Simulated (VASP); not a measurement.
Crystal: MgO.

```
Mg O
1.0
     0.00000    2.15472    2.15472
     2.15472    0.00000    2.15472
     2.15472    2.15472    0.00000
Mg O
1 1
Direct
  0.00000 0.00000 0.00000
  0.50000 0.50000 0.50000
```

This cell differs from its parent crystal: strain +2.5%.

Base run:

- Program: VASP 6.6.1
- Functional: r2SCAN
- Potentials or basis: VASP PAW PBE potentials, release 64 (Mg, O)
- Cutoff: 520 eV
- k mesh: 10 × 10 × 10
- Occupations: gaussian, width 0.01 eV
- Spin: no spin polarisation

Its results: band gap on the k mesh 4.94 eV, direct; pressure -11.7 GPa.

The run is repeated on the same cell with these changes: potentials or basis from VASP PAW PBE potentials, release 64 (Mg, O) to VASP PAW PBE potentials, release 64 (Mg_sv, O); cutoff from 520 eV to 660 eV; further incar settings from ALGO = Normal; EDIFF = 1e-07; NBANDS = 11 to ALGO = Normal; EDIFF = 1e-06; NBANDS = 15; valence electrons from 8 to 16. What comes out?

Band gap on the k mesh 5.00 eV, direct; pressure -10.9 GPa.

Caveats: the PAW data sets were made with another functional, which shifts forces and pressure a little.

